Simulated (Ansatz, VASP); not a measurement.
AlCo: VASP beside Ansatz

The input INCAR:

```
SYSTEM = AlCo
ALGO = Fast
EDIFF = 1E-7
ENCUT = 520
GGA = PE
ISIF = 2
ISMEAR = 0
LASPH = .TRUE.
LCHARG = .TRUE.
LELF = .TRUE.
LREAL = .FALSE.
LVHAR = .TRUE.
LWAVE = .FALSE.
NBANDS = 20
NELM = 100
PREC = Accurate
SIGMA = 0.15
```

The input KPOINTS:

```
k-points
0
G
  22 16 16
  0 0 0
```

Contents of POSCAR:

```
AlCo
1.0
   -2.8519023960      0.0000000000      0.0000000000
    0.0000000000      2.8519023960      2.8519023960
    0.0000000000      2.8519023960     -2.8519023960
Al Co
2 2
Direct
    0.0000000000     -0.0442759913      0.0442759913
    0.0000000000      0.5442759913      0.4557240087
    0.5000000000      0.4474035296     -0.0525964704
    0.5000000000      0.0525964704      0.5525964704
```

Input for Ansatz:

```yaml
crystal:
  lattice:
    - [-2.851902396, 0.0, 0.0]
    - [0.0, 2.851902396, 2.851902396]
    - [0.0, 2.851902396, -2.851902396]
  atoms:
    - { symbol: Al, position: [0.0, -0.0442759913, 0.0442759913] }
    - { symbol: Al, position: [0.0, 0.5442759913, 0.4557240087] }
    - { symbol: Co, position: [0.5, 0.4474035296, -0.0525964704] }
    - { symbol: Co, position: [0.5, 0.0525964704, 0.5525964704] }
basis:
  ecutwfc: 420
kpoints:
  mp_grid: { grid: [22, 16, 16] }
hamiltonian:
  xc: pbe
scf:
  occupations: { method: gaussian, width: 0.15 }
output:
  forces: true
  stress: true
  eigenvalues: true
```

Change from the starting cell: mode 4 (186.2 1/cm) frozen in, largest displacement -0.300 Å.

Alike in both runs: task single point; functional PBE; k mesh 22 × 16 × 16; occupations gaussian, width 0.15 eV; no spin polarisation.

|  | VASP | Ansatz |
| --- | --- | --- |
| version | VASP 6.6.1 | Ansatz 0.2.0 |
| potentials or method | VASP PAW PBE potentials, release 64 (Al, Co), cutoff 520 eV | scalar-relativistic, plane waves, PAW |
| valence electrons in the cell | 24 | 40 |

|  | VASP | Ansatz | Ansatz less VASP |
| --- | --- | --- | --- |
| gap on the k mesh at the Fermi level (eV) | none | none | - |
| pressure (GPa) | 8.0 | 8.1 | +0.17 |
| traceless stress, the component that is largest in VASP (GPa) | -13.43 | -13.61 | -0.181 |
| rms of the force components (eV/Å) | 1.272 | 1.281 | +0.0087 |

Atom by atom the forces differ by 0.015 eV/Å (rms over components). A gap of «none» marks a metal or a gap that the smearing closes. The functional is the same, so the differences come from potentials, cutoffs and numerics. VASP's potentials hold 24 valence electrons a cell and Ansatz's 40, so a difference there can come from the potentials and not from the codes.
